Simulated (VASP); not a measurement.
# Ta (Im-3m) in VASP: notebook

Aim: see how the results for Ta move with the level of theory and the settings. Levels: r2SCAN, PBEsol. Tasks: single point.

All numbers are computed with VASP 6.6.1; they aren't measurements. Logs are shortened: lines on timing, memory, paths and dates and some standing lists are left out, and cuts for length are marked.

## Step 1: The cell of the first run

The structure is cubic, space group Im-3m (No. 229). Conventional cell: a = 3.367 Å, b = 3.367 Å, c = 3.367 Å, α = 90.00°, β = 90.00°, γ = 90.00°. Ta (site symmetry m-3m) has 14 Ta at 2.92 to 3.37 Å within 3.8 Å.

## Step 2: Single point, r2SCAN

File POSCAR:

```
Ta
1.0
   -1.6836662614      1.6836662614      1.6836662614
    1.6836662614     -1.6836662614      1.6836662614
    1.6836662614      1.6836662614     -1.6836662614
Ta
1
Direct
    0.0000000000      0.0000000000      0.0000000000
```

File INCAR.step1:

```
PREC     = Accurate       # precision mode
ENCUT    = 520            # plane-wave cutoff, eV
ISMEAR   = -1             # smearing method
SIGMA    = 0.05           # smearing width, eV
LREAL    = False          # projectors in reciprocal space
LASPH    = True           # aspherical terms in the spheres
NELM     = 60             # most SCF steps
NBANDS   = 12             # bands
GGA      = PE             # functional
ALGO     = Normal         # electronic algorithm
EDIFF    = 1E-4           # SCF threshold, eV
LWAVE    = True           # write WAVECAR
LCHARG   = False          # write CHGCAR
```

File INCAR.step2:

```
PREC     = Accurate       # precision mode
ENCUT    = 520            # plane-wave cutoff, eV
EDIFF    = 1E-6           # SCF threshold, eV
ISMEAR   = -1             # smearing method
SIGMA    = 0.05           # smearing width, eV
LREAL    = False          # projectors in reciprocal space
LASPH    = True           # aspherical terms in the spheres
NELM     = 60             # most SCF steps
ALGO     = Normal         # electronic algorithm
ISIF     = 2              # what is computed and relaxed
LWAVE    = False          # write WAVECAR
LCHARG   = False          # write CHGCAR
METAGGA  = R2SCAN         # meta-GGA
LMIXTAU  = True         
NBANDS   = 12             # bands
ISTART   = 1
```

File KPOINTS:

```
regular mesh
0
Gamma
  11 11 11
```

Potentials or basis: VASP PAW PBE potentials, release 64 (Ta_pv).

Started as:

```console
> cat potpaw_PBE.64/Ta_pv/POTCAR > POTCAR
> cp INCAR.step1 INCAR
> mpirun -np 1 vasp_std > vasp.out
> cp INCAR.step2 INCAR
> mpirun -np 1 vasp_std > vasp.out
```

OUTCAR:

```text
PREC = Accurate
   ENCUT = 520
   EDIFF = 1E-6
   ISMEAR = -1
   LREAL = False
   LASPH = True
   NELM = 60
   ISIF = 2
   METAGGA = R2SCAN
   ISTART = 1

 ion  position               nearest neighbor table
   1  0.000  0.000  0.000-

  LATTYP: Found a body centered cubic cell.
 ALAT       =     3.3673325228

  Lattice vectors:

 A1 = (  -1.6836662614,   1.6836662614,   1.6836662614)
 A2 = (   1.6836662614,  -1.6836662614,   1.6836662614)
 A3 = (   1.6836662614,   1.6836662614,  -1.6836662614)

Analysis of symmetry for initial positions (statically):
=====================================================================
 Subroutine PRICEL returns:
 Original cell was already a primitive cell.

 Routine SETGRP: Setting up the symmetry group for a
 body centered cubic supercell.

 Subroutine GETGRP returns: Found 48 space group operations
 (whereof 48 operations were pure point group operations)
 out of a pool of 48 trial point group operations.

The static configuration has the point symmetry O_h .

Analysis of symmetry for dynamics (positions and initial velocities):
=====================================================================
 Subroutine PRICEL returns:
 Original cell was already a primitive cell.

 Routine SETGRP: Setting up the symmetry group for a
 body centered cubic supercell.

 Subroutine GETGRP returns: Found 48 space group operations
 (whereof 48 operations were pure point group operations)
 out of a pool of 48 trial point group operations.

The dynamic configuration has the point symmetry O_h .

 Subroutine INISYM returns: Found 48 space group operations
 (whereof 48 operations are pure point group operations),
 and found     1 'primitive' translations

----------------------------------------------------------------------------------------

                                     Primitive cell

  volume of cell :      19.0910

  direct lattice vectors                    reciprocal lattice vectors
    -1.683666261  1.683666261  1.683666261     0.000000000  0.296970968  0.296970968
     1.683666261 -1.683666261  1.683666261     0.296970968  0.000000000  0.296970968
     1.683666261  1.683666261 -1.683666261     0.296970968  0.296970968  0.000000000

  length of vectors
     2.916195508  2.916195508  2.916195508     0.419980371  0.419980371  0.419980371

  position of ions in fractional coordinates (direct lattice)
     0.000000000  0.000000000  0.000000000

  ion indices of the primitive-cell ions
   primitive index   ion index
                 1           1

----------------------------------------------------------------------------------------

 KPOINTS: regular mesh

Automatic generation of k-mesh.
 Grid dimensions read from file:
 generate k-points for:   11   11   11

 Generating k-lattice:

  Cartesian coordinates                     Fractional coordinates (reciprocal lattice)
     0.000000000  0.026997361  0.026997361     0.090909091  0.000000000  0.000000000
     0.026997361  0.000000000  0.026997361     0.000000000  0.090909091  0.000000000
     0.026997361  0.026997361  0.000000000     0.000000000  0.000000000  0.090909091

  Length of vectors
     0.038180034  0.038180034  0.038180034

  Shift w.r.t. Gamma in fractional coordinates (k-lattice)
     0.000000000  0.000000000  0.000000000

 Subroutine IBZKPT returns following result:
 ===========================================

 Found     56 irreducible k-points:

 Following reciprocal coordinates:
            Coordinates               Weight
  0.000000  0.000000  0.000000      1.000000
  0.090909  0.000000  0.000000     12.000000
  0.181818  0.000000  0.000000     12.000000
  0.272727  0.000000  0.000000     12.000000
  0.363636  0.000000  0.000000     12.000000
  0.454545  0.000000  0.000000     12.000000
[... 16 lines left out ...]
  0.272727  0.181818  0.090909     48.000000
  0.363636  0.181818  0.090909     24.000000
 [... further k-points ...]
   k-points           NKPTS =     56   k-points in BZ     NKDIM =     56   number of bands    NBANDS=     12
   number of dos      NEDOS =    301   number of ions     NIONS =      1
   total plane-waves  NPLWV =  13824
   dimension x,y,z NGX =    24 NGY =   24 NGZ =   24
   dimension x,y,z NGXF=    48 NGYF=   48 NGZF=   48
   ions per type =               1
   NGX,Y,Z   is equivalent  to a cutoff of  13.68, 13.68, 13.68 a.u.
   NGXF,Y,Z  is equivalent  to a cutoff of  27.36, 27.36, 27.36 a.u.
 SYSTEM =  unknown system
   PREC   = accura    normal or accurate (medium, high low for compatibility)
   ISTART =      1    job   : 0-new  1-cont  2-samecut
   ICHARG =      0    charge: 1-file 2-atom 10-const
   ISPIN  =      1    spin polarized calculation?
   LNONCOLLINEAR =      F non collinear calculations
   LSORBIT =      F    spin-orbit coupling
   LASPH  =      T    aspherical Exc in radial PAW
   ENCUT  =  520.0 eV  38.22 Ry    6.18 a.u.   5.42  5.42  5.42*2*pi/ulx,y,z
   NELM   =     60;   NELMIN=  2; NELMDL=  0     # of ELM steps
   EDIFF  = 0.1E-05   stopping-criterion for ELM
   LREAL  =      F    real-space projection
   EDIFFG = 0.1E-04   stopping-criterion for IOM
   NSW    =      0    number of steps for IOM
   IBRION =     -1    ionic relax: 0-MD 1-quasi-New 2-CG
   NFREE  =      0    steps in history (QN), initial steepest desc. (CG)
   ISIF   =      2    stress and relaxation
   ISYM   =      2    0-nonsym 1-usesym 2-fastsym
   POTIM  = 0.5000    time-step for ionic-motion
   TEBEG  =    0.0;   TEEND  =   0.0 temperature during run
   PSTRESS=    0.0 pullay stress
   NELECT =      11.0000    total number of electrons
   NUPDOWN=      -1.0000    fix difference up-down
   EMIN   =  10.00;   EMAX   =-10.00  energy-range for DOS
   EFERMI =   0.00;   METHOD = LEGACY
   ISMEAR =    -1;   SIGMA  =   0.05  broadening in eV -4-tet -1-fermi 0-gaus
   EFERMI_NEDOS =   21; number of points for ismear=-14 and -15
   IALGO  =     38    algorithm
   IMIX   =      4    mixing-type and parameters
     AMIX     =   0.40;   BMIX     =  1.00
     AMIX_MAG =   1.60;   BMIX_MAG =  1.00
  volume/ion in A,a.u.               =      19.09       128.83
  Fermi-wavevector in a.u.,A,eV,Ry     =   1.362270  2.574316 25.249397  1.855778
  Thomas-Fermi vector in A             =   2.488774
   LORBIT       =      0    0 simple, 1 ext, 2 COOP (PROOUT), +10 PAW based schemes
   METAGGA = R2SCAN    functional components
   LHFCALC =     F    Hartree Fock is set to
   AEXX    =    0.0000 exact exchange contribution
   IVDW    =     0    specifies the selected vdW correction
   LEPSILON=     F    determine dielectric tensor
   LRPA    =     F    only Hartree local field effects (RPA)
 non-spin polarized calculation
  energy-cutoff  :      520.00
  volume of cell :       19.09
 maximum number of plane-waves:       531
 NGX is ok and might be reduce to    24
   NGX = 11   NGY = 11   NGZ = 11

 number of electron      10.9999998 magnetization

 Free energy of the ion-electron system (eV)
  ---------------------------------------------------
  ext. energy  EPLUGINS =         0.00000000
  ---------------------------------------------------
  free energy    TOTEN  =       -48.55266155 eV

  energy without entropy =      -48.54188462  energy(sigma->0) =      -48.54727308

 E-fermi :   4.8394     XC(G=0): -13.4370

 val. band max:        4.7718340433   @ k =   0.3636   0.1818   0.0000
 cond. band min:       4.8702642382   @ k =  -0.4545  -0.4545   0.1818
 fundamental gap:      0.0984301949
 Fermi energy:         4.8393971748

 k-point     1 :       0.0000    0.0000    0.0000
  band No.  band energies     occupation
      1     -29.5980      2.00000
      2     -29.5980      2.00000
      3     -29.5980      2.00000
      4      -3.2363      2.00000
      5       5.7016      0.00000
      6       5.7016      0.00000
      7       5.7016      0.00000
      8       8.9861      0.00000
      9       8.9861      0.00000
     10      16.7061      0.00000
     11      20.3634      0.00000
     12      20.3634      0.00000

 k-point     2 :       0.0909    0.0000    0.0000
  band No.  band energies     occupation
      1     -29.6850      2.00000
      2     -29.6250      2.00000
      3     -29.5984      2.00000
      4      -2.8803      2.00000
      5       5.4739      0.00001
      6       5.6189      0.00000
      7       6.0477      0.00000
      8       8.6535      0.00000
      9       8.9881      0.00000
     10      16.7059      0.00000
     11      20.6548      0.00000
     12      20.9915      0.00000

 k-point     3 :       0.1818    0.0000    0.0000
  band No.  band energies     occupation
      1     -29.9126      2.00000
      2     -29.6966      2.00000
      3     -29.5994      2.00000
      4      -1.9049      2.00000
      5       4.9203      0.33105
      6       5.2323      0.00077
      7       7.0563      0.00000
      8       8.2962      0.00000
      9       9.0388      0.00000
     10      16.7055      0.00000
     11      20.9650      0.00000
     12      22.3772      0.00000

 k-point     4 :       0.2727    0.0000    0.0000
  band No.  band energies     occupation
      1     -30.1992      2.00000
      2     -29.7890      2.00000
      3     -29.6008      2.00000
      4      -0.6352      2.00000
      5       4.2902      1.99997
      6       4.7446      1.73903
      7       8.4567      0.00000
      8       8.6279      0.00000
      9       9.2131      0.00000
     10      16.7045      0.00000
     11      19.9484      0.00000
     12      20.9111      0.00000

 k-point     5 :       0.3636    0.0000    0.0000
  band No.  band energies     occupation
      1     -30.4522      2.00000
      2     -29.8725      2.00000
      3     -29.6021      2.00000
      4       0.2892      2.00000
      5       3.7803      2.00000
      6       4.9664      0.14614
      7       8.7899      0.00000
      8       9.5100      0.00000
      9      10.5285      0.00000
     10      16.6997      0.00000
     11      18.3261      0.00000
     12      18.3277      0.00000
[... 228 lines left out ...]
      1     -29.7139      2.00000
      2     -29.6523      2.00000
      3     -29.6523      2.00000
      4      -2.5321      2.00000
      5       5.6135      0.00000
      6       5.6135      0.00000
      7       6.0402      0.00000
      8       7.9052      0.00000
      9       9.3624      0.00000
     10      16.7058      0.00000
     11      21.4239      0.00000
     12      21.5893      0.00000

 k-point    22 :       0.1818    0.1818    0.0909
  band No.  band energies     occupation
      1     -30.3877      2.00000
      2     -29.8562      2.00000
      3     -29.7318      2.00000
      4       1.2398      2.00000
      5       3.6025      2.00000
      6       3.7406      2.00000
      7       9.0192      0.00000
      8       9.5785      0.00000
      9      11.8592      0.00000
     10      16.6966      0.00000
     11      17.9620      0.00000
     12      20.2643      0.00000

 k-point    23 :       0.2727    0.1818    0.0909
  band No.  band energies     occupation
      1     -30.4347      2.00000
      2     -29.9916      2.00000
      3     -29.7562      2.00000
      4       1.9867      2.00000
      5       3.3984      2.00000
      6       4.1167      2.00000
      7       9.2652      0.00000
      8       9.8037      0.00000
      9      13.7423      0.00000
     10      15.1449      0.00000
     11      16.7154      0.00000
     12      18.8761      0.00000

 k-point    24 :       0.3636    0.1818    0.0909
  band No.  band energies     occupation
      1     -30.4369      2.00000
      2     -30.0597      2.00000
      3     -29.7629      2.00000
      4       2.0616      2.00000
      5       3.3365      2.00000
      6       4.6748      1.92832
      7       9.3478      0.00000
      8       9.8965      0.00000
      9      13.9109      0.00000
     10      14.6632      0.00000
     11      16.7117      0.00000
     12      18.2392      0.00000

 [... further k-points ...]

------------------------ aborting loop because EDIFF is reached ----------------------------------------

  FORCE on cell =-STRESS in cart. coord.  units (eV):
  Direction    XX          YY          ZZ          XY          YZ          ZX
  --------------------------------------------------------------------------------------
  -------------------------------------------------------------------------------------
  Total       -1.1941911     -1.1941911     -1.1941911     -0.0000000     -0.0000000      0.0000000
  in kB     -100.2204634   -100.2204634   -100.2204634     -0.0000000     -0.0000000      0.0000000
  external PRESSURE =    -100.2204634 kB  Pullay stress =       0.0000000 kB

 VOLUME and BASIS-vectors are now :
 -----------------------------------------------------------------------------
  energy-cutoff  :      520.00
  volume of cell :       19.09
      direct lattice vectors                 reciprocal lattice vectors
    -1.683666261  1.683666261  1.683666261     0.000000000  0.296970968  0.296970968
     1.683666261 -1.683666261  1.683666261     0.296970968  0.000000000  0.296970968
     1.683666261  1.683666261 -1.683666261     0.296970968  0.296970968  0.000000000

 POSITION                                       TOTAL-FORCE (eV/Angst)
 -----------------------------------------------------------------------------------
      0.00000      0.00000      0.00000        -0.000000     -0.000000     -0.000000
 -----------------------------------------------------------------------------------
    total drift:                               -0.000000      0.000000      0.000000

  FREE ENERGIE OF THE ION-ELECTRON SYSTEM (eV)
  ---------------------------------------------------
  free  energy   TOTEN  =       -48.5526615477 eV

  energy  without entropy=      -48.5418846191  energy(sigma->0) =      -48.54727308
```

Run time: 22 s. Hardware: 1 thread of Intel Xeon Platinum 8559C (Emerald Rapids), shared host; peak memory 0.14 GiB.

What came out:

* Free energy: -48.5527 eV
* Pressure: -10.0 GPa

Caveat: the PAW data sets were made with another functional, which shifts forces and pressure a little; spin-orbit coupling is left out, which moves the levels of the heavy elements.

[end of part 1 of 2]
